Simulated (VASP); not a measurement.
Crystal: BaS.

```
CELL_PARAMETERS angstrom
0.00000 3.51941 3.51941
3.51941 0.00000 3.51941
3.51941 3.51941 0.00000
ATOMIC_POSITIONS crystal
Ba 0.00000 0.00000 0.00000
S 0.25000 0.25000 0.25000
```

Base run:

```yaml
Program: VASP 6.6.1
Functional: PBE
Potentials_or_basis: VASP PAW PBE potentials, release 64 (Ba_sv, S)
Cutoff: 520 eV
k_mesh: 4 × 4 × 4
Occupations: gaussian, width 0.01 eV
Spin: no spin polarisation
```

Its results: band gap on the k mesh 2.76 eV, indirect (least direct gap 3.41 eV); pressure 0.4 GPa.

Task: After a change of settings the same cell gave: band gap on the k mesh 2.44 eV, indirect (least direct gap 3.14 eV); pressure -1.6 GPa. Which change was it?
A. functional from PBE to LDA; potentials or basis from VASP PAW PBE potentials, release 64 (Ba_sv, S) to VASP PAW LDA potentials, release 64 (Ba_sv, S)
B. functional from PBE to r2SCAN
C. k mesh from 4 × 4 × 4 to 6 × 6 × 6

Result: A.

Caveats: spin-orbit coupling is left out, which moves the levels of the heavy elements.
